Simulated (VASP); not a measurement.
# Mg3CdF8 (Cmmm) in VASP: relaxation of cell and atoms with r2SCAN

Aim: the relaxation of cell and atoms of Mg3CdF8 with r2SCAN.

Program: VASP 6.6.1. These are calculated values, not measurements. Logs are shortened: lines on timing, memory, paths and dates and some standing lists are left out, and cuts for length are marked.

### Step 1. The cell of the first run

Symmetry: Cmmm, No. 65, orthorhombic system. The conventional cell has a = 7.235 Å, b = 10.318 Å, c = 3.623 Å, α = 90.00°, β = 90.00°, γ = 90.00°. Within 2.9 Å of Mg (site symmetry mmm) lie 8 F at 2.18 to 2.20 Å. Mg (site symmetry 2/m) has 8 F at 2.14 to 2.25 Å within 2.8 Å. F (site symmetry m2m) has 2 Mg at 2.14 Å and 2 Cd at 2.32 Å and 6 F at 2.47 to 2.89 Å within 2.9 Å. Within 2.9 Å of F (site symmetry m2m) lie 4 Mg at 2.20 to 2.25 Å and 6 F at 2.47 to 2.50 Å. F (site symmetry m) has 3 Mg at 2.18 to 2.20 Å and 1 Cd at 2.32 Å and 6 F at 2.50 to 2.67 Å within 2.9 Å. Cd (site symmetry mmm) has 8 F at 2.32 Å within 3.1 Å.

### Step 2. Relaxation of cell and atoms, r2SCAN

POSCAR

```
Mg3CdF8
1.0
    3.6176491823     -5.1591932957      0.0000000000
    3.6176491823      5.1591932957      0.0000000000
    0.0000000000      0.0000000000      3.6227220524
Mg F Cd
3 8 1
Direct
    0.0000000000      0.0000000000      0.0000000000
    0.5000000000      0.0000000000      0.5000000000
    0.0000000000      0.5000000000      0.5000000000
    0.3601751478      0.6398248522      0.5000000000
    0.1205046067      0.8794953933      0.5000000000
    0.8914790588      0.6329499245      0.0000000000
    0.6329499245      0.8914790588      0.0000000000
    0.3670500755      0.1085209412      0.0000000000
    0.1085209412      0.3670500755      0.0000000000
    0.8794953933      0.1205046067      0.5000000000
    0.6398248522      0.3601751478      0.5000000000
    0.5000000000      0.5000000000      0.0000000000
```

INCAR.step1

```
SYSTEM = Mg3CdF8
PREC     = Accurate       ! precision mode
ENCUT    = 660            ! plane-wave cutoff, eV
ISMEAR   = -1             ! smearing method
SIGMA    = 0.02           ! smearing width, eV
LREAL    = .FALSE.        ! projectors in reciprocal space
LASPH    = .TRUE.         ! aspherical terms in the spheres
NELM     = 120            ! most SCF steps
GGA      = PE             ! functional
ALGO     = Normal         ! electronic algorithm
EDIFF    = 1E-5           ! SCF threshold, eV
LWAVE    = .TRUE.         ! write WAVECAR
LCHARG   = .FALSE.        ! write CHGCAR
GGA_COMPAT= .FALSE.      
IBRION   = 2              ! ionic algorithm
ISIF     = 3              ! what is computed and relaxed
EDIFFG   = -0.005         ! ionic threshold
NELMIN   = 4            
NSW      = 100            ! ionic steps
KPAR     = 4
```

INCAR.step2

```
SYSTEM = Mg3CdF8
PREC     = Accurate       ! precision mode
ENCUT    = 660            ! plane-wave cutoff, eV
EDIFF    = 1E-7           ! SCF threshold, eV
ISMEAR   = -1             ! smearing method
SIGMA    = 0.02           ! smearing width, eV
LREAL    = .FALSE.        ! projectors in reciprocal space
LASPH    = .TRUE.         ! aspherical terms in the spheres
NELM     = 120            ! most SCF steps
ALGO     = Normal         ! electronic algorithm
ISIF     = 3              ! what is computed and relaxed
LWAVE    = .FALSE.        ! write WAVECAR
LCHARG   = .FALSE.        ! write CHGCAR
METAGGA  = R2SCAN         ! meta-GGA
LMIXTAU  = .TRUE.       
IBRION   = 2              ! ionic algorithm
NSW      = 80             ! ionic steps
EDIFFG   = -0.005         ! ionic threshold
ISTART   = 1            
GGA_COMPAT= .FALSE.      
NELMIN   = 4            
KPAR     = 4
```

KPOINTS

```
regular mesh
0
G
  4 4 6
  0 0 0
```

Potentials or basis: VASP PAW PBE potentials, release 64 (Mg, F, Cd).

Launch:

```sh
$ cat potpaw_PBE.64/Mg/POTCAR potpaw_PBE.64/F/POTCAR potpaw_PBE.64/Cd/POTCAR > POTCAR
$ cp INCAR.step1 INCAR
$ mpirun -np 4 vasp_std > vasp.out
$ cp INCAR.step2 INCAR
$ mpirun -np 4 vasp_std > vasp.out
```

OUTCAR:

```text
SYSTEM = Mg3CdF8
   PREC = Accurate
   ENCUT = 660
   EDIFF = 1E-7
   ISMEAR = -1
   LREAL = .FALSE.
   LASPH = .TRUE.
   NELM = 120
   ISIF = 3
   METAGGA = R2SCAN
   IBRION = 2
   NSW = 80
   EDIFFG = -0.005
   ISTART = 1
   NELMIN = 4

 ion  position               nearest neighbor table
   1  0.000  0.000  0.000-   6 2.18   7 2.18   8 2.18   9 2.18   5 2.20  10 2.20   5 2.20  10 2.20
                            12 3.62  12 3.62   3 3.63   3 3.63   2 3.63   3 3.63   3 3.63   2 3.63
   2  0.500  0.000  0.500-   4 2.14  11 2.14   8 2.20   7 2.20   7 2.20   8 2.20  10 2.25   5 2.25
                             3 3.62   3 3.62   1 3.63  12 3.63  12 3.63  12 3.63  12 3.63   1 3.63
   3  0.000  0.500  0.500-   4 2.14  11 2.14   9 2.20   6 2.20   6 2.20   9 2.20  10 2.25   5 2.25
                             2 3.62   2 3.62   1 3.63  12 3.63  12 3.63   1 3.63   1 3.63  12 3.63
   4  0.360  0.640  0.500-   2 2.14   3 2.14  12 2.32  12 2.32
   5  0.121  0.879  0.500-   1 2.20   1 2.20   3 2.25   2 2.25
   6  0.891  0.633  0.000-   1 2.18   3 2.20   3 2.20  12 2.32
   7  0.633  0.891  0.000-   1 2.18   2 2.20   2 2.20  12 2.32
   8  0.367  0.109  0.000-   1 2.18   2 2.20   2 2.20  12 2.32
   9  0.109  0.367  0.000-   1 2.18   3 2.20   3 2.20  12 2.32
  10  0.879  0.121  0.500-   1 2.20   1 2.20   3 2.25   2 2.25
  11  0.640  0.360  0.500-   2 2.14   3 2.14  12 2.32  12 2.32
  12  0.500  0.500  0.000-   4 2.32  11 2.32   4 2.32  11 2.32   9 2.32   6 2.32   7 2.32   8 2.32
                             1 3.62   1 3.62   3 3.63   2 3.63   3 3.63   2 3.63   2 3.63   3 3.63

  LATTYP: Found a base centered orthorhombic cell.
 ALAT       =     7.2352983646
 B/A-ratio  =     1.4261176349
 C/A-ratio  =     0.5007011280

  Lattice vectors:

 A1 = (   3.6176491823,  -5.1591932957,   0.0000000000)
 A2 = (   3.6176491823,   5.1591932957,   0.0000000000)
 A3 = (   0.0000000000,   0.0000000000,   3.6227220524)

Analysis of symmetry for initial positions (statically):
=====================================================================
 Subroutine PRICEL returns:
 Original cell was already a primitive cell.

 Routine SETGRP: Setting up the symmetry group for a
 base centered orthorhombic supercell.

 Subroutine GETGRP returns: Found  8 space group operations
 (whereof  8 operations were pure point group operations)
 out of a pool of  8 trial point group operations.

The static configuration has the point symmetry D_2h.

Analysis of symmetry for dynamics (positions and initial velocities):
=====================================================================
 Subroutine PRICEL returns:
 Original cell was already a primitive cell.
[... 152 lines left out ...]
   LORBIT       =      0    0 simple, 1 ext, 2 COOP (PROOUT), +10 PAW based schemes
   METAGGA = R2SCAN    functional components
   LHFCALC =     F    Hartree Fock is set to
   AEXX    =    0.0000 exact exchange contribution
   IVDW    =     0    specifies the selected vdW correction
   LEPSILON=     F    determine dielectric tensor
   LRPA    =     F    only Hartree local field effects (RPA)
 conjugate gradient relaxation of ions
 non-spin polarized calculation
  energy-cutoff  :      660.00
  volume of cell :      135.23
 maximum number of plane-waves:      5236
 NGX is ok and might be reduce to    54
   NGX = 27   NGY = 27   NGZ = 15

--------------------------------------- Ionic step        1  -------------------------------------------

 number of electron      73.9999978 magnetization

 Free energy of the ion-electron system (eV)
  ---------------------------------------------------
  ext. energy  EPLUGINS =         0.00000000
  ---------------------------------------------------
  free energy    TOTEN  =       -97.60217643 eV

  energy without entropy =      -97.60217643  energy(sigma->0) =      -97.60217643

------------------------ aborting loop because EDIFF is reached ----------------------------------------

  FORCE on cell =-STRESS in cart. coord.  units (eV):
  Direction    XX          YY          ZZ          XY          YZ          ZX
  --------------------------------------------------------------------------------------
  -------------------------------------------------------------------------------------
  Total       -4.8499958     -4.8132162     -4.7975683     -0.0000000      0.0000000      0.0000000
  in kB      -57.4617289    -57.0259716    -56.8405789     -0.0000000      0.0000000      0.0000000
  external PRESSURE =     -57.1094265 kB  Pullay stress =       0.0000000 kB
[... 119 lines left out ...]
  FREE ENERGIE OF THE ION-ELECTRON SYSTEM (eV)
  ---------------------------------------------------
  free  energy   TOTEN  =       -97.7324153800 eV

  energy  without entropy=      -97.7324153800  energy(sigma->0) =      -97.73241538

[... ionic steps 4 to 9 ...]

--------------------------------------- Ionic step       10  -------------------------------------------

 number of electron      74.0000012 magnetization

------------------------ aborting loop because EDIFF is reached ----------------------------------------
[... 87 lines left out ...]
--------------------------------------- Ionic step       12  -------------------------------------------

 number of electron      74.0000013 magnetization

 Free energy of the ion-electron system (eV)
  ---------------------------------------------------
  ext. energy  EPLUGINS =         0.00000000
  ---------------------------------------------------
  free energy    TOTEN  =       -97.73523267 eV

  energy without entropy =      -97.73523267  energy(sigma->0) =      -97.73523267

 E-fermi :  -0.2151     XC(G=0): -10.9022

 val. band max:       -0.6619293133   @ k =   0.2500   0.2500   0.5000
 cond. band min:       4.8724527578   @ k =   0.0000   0.0000   0.0000
 fundamental gap:      5.5343820711
 Fermi energy:        -0.2151131096

 k-point     1 :       0.0000    0.0000    0.0000
  band No.  band energies     occupation
      1     -23.2857      2.00000
      2     -22.8416      2.00000
      3     -22.4967      2.00000
      4     -22.4192      2.00000
      5     -22.2601      2.00000
      6     -22.2539      2.00000
[... 1117 lines left out ...]
     43      12.2315      0.00000
     44      12.2392      0.00000

 [... further k-points ...]

------------------------ aborting loop because EDIFF is reached ----------------------------------------

  FORCE on cell =-STRESS in cart. coord.  units (eV):
  Direction    XX          YY          ZZ          XY          YZ          ZX
  --------------------------------------------------------------------------------------
  -------------------------------------------------------------------------------------
  Total        0.0124835     -0.0044025     -0.0390396     -0.0000000      0.0000000      0.0000000
  in kB        0.1560374     -0.0550285     -0.4879753     -0.0000000      0.0000000      0.0000000
  external PRESSURE =      -0.1289888 kB  Pullay stress =       0.0000000 kB
[... 27 lines left out ...]
  FREE ENERGIE OF THE ION-ELECTRON SYSTEM (eV)
  ---------------------------------------------------
  free  energy   TOTEN  =       -97.7352326727 eV

  energy  without entropy=      -97.7352326727  energy(sigma->0) =      -97.73523267

 reached required accuracy - stopping structural energy minimisation
```

It took 25 min on 4 MPI ranks of AMD EPYC 9R45 (Zen 5), shared host; peak memory 0.44 GiB.

Results:

| Quantity | Value |
| --- | --- |
| Free energy | -97.7352 eV |
| Relaxed volume | 10.68 Å³/atom |
| Relaxed cell | a = 6.194 Å, b = 6.194 Å, c = 3.554 Å, α = 90.00°, β = 90.00°, γ = 109.97° |
| Space group after relaxing (to 0.1 Å) | Cmmm (No. 65) |
| Energy gained by relaxing | 11.1 meV/atom |
| Ionic steps | 12 |
| Pressure after relaxing | 0.0 GPa |
| Largest force after relaxing | 0.004 eV/Å |
| Band gap on the k mesh | 5.53 eV (least direct gap 5.60 eV) |

Forces on the atoms (eV/Å):
```
Mg   0.000  0.000  0.000
Mg   0.000  0.000  0.000
Mg   0.000  0.000  0.000
F    0.000  0.002  0.000
F    0.000 -0.004  0.000
F   -0.003 -0.002  0.000
F   -0.003  0.002  0.000
F    0.003 -0.002  0.000
F    0.003  0.002  0.000
F    0.000  0.004  0.000
F    0.000 -0.002  0.000
Cd   0.000  0.000  0.000
```

Step by step:
| step | energy change (eV) | largest force (eV/Å) | pressure (GPa) | volume (Å³) |
| --- | --- | --- | --- | --- |
| 1 | 0.0000 | 0.0236 | -5.71 | 135.23 |
| 2 | -0.1285 | 0.1181 | 0.74 | 127.52 |
| 3 | -0.1302 | 0.1075 | 0.02 | 128.27 |
| 4 | -0.1302 | 0.1056 | -0.11 | 128.40 |
| 5 | -0.1323 | 0.0492 | -0.11 | 128.34 |
| 6 | -0.1328 | 0.0352 | -0.11 | 128.29 |
| 7 | -0.1330 | 0.0148 | 0.04 | 128.13 |
| 8 | -0.1330 | 0.0115 | 0.06 | 128.10 |
| 9 | -0.1330 | 0.0085 | 0.01 | 128.16 |
| 10 | -0.1330 | 0.0094 | -0.05 | 128.22 |
| 11 | -0.1330 | 0.0067 | -0.02 | 128.19 |
| 12 | -0.1331 | 0.0039 | -0.01 | 128.18 |

Final structure:
```cif
data_structure
_symmetry_space_group_name_H-M 'P 1'
_symmetry_Int_Tables_number 1
_cell_length_a 6.1943
_cell_length_b 6.1943
_cell_length_c 3.5544
_cell_angle_alpha 90.000
_cell_angle_beta 90.000
_cell_angle_gamma 109.972
_cell_volume 128.18
loop_
_atom_site_label
_atom_site_type_symbol
_atom_site_fract_x
_atom_site_fract_y
_atom_site_fract_z
_atom_site_occupancy
Mg1 Mg 0.00000 0.00000 0.00000 1
Mg2 Mg 0.50000 0.00000 0.50000 1
Mg3 Mg 0.00000 0.50000 0.50000 1
F1 F 0.35893 0.64107 0.50000 1
F2 F 0.11998 0.88002 0.50000 1
F3 F 0.89281 0.63361 0.00000 1
F4 F 0.63361 0.89281 0.00000 1
F5 F 0.36639 0.10719 0.00000 1
F6 F 0.10719 0.36639 0.00000 1
F7 F 0.88002 0.11998 0.50000 1
F8 F 0.64107 0.35893 0.50000 1
Cd1 Cd 0.50000 0.50000 0.00000 1
```

Caveat: the PAW data sets were made with another functional, which shifts forces and pressure a little.
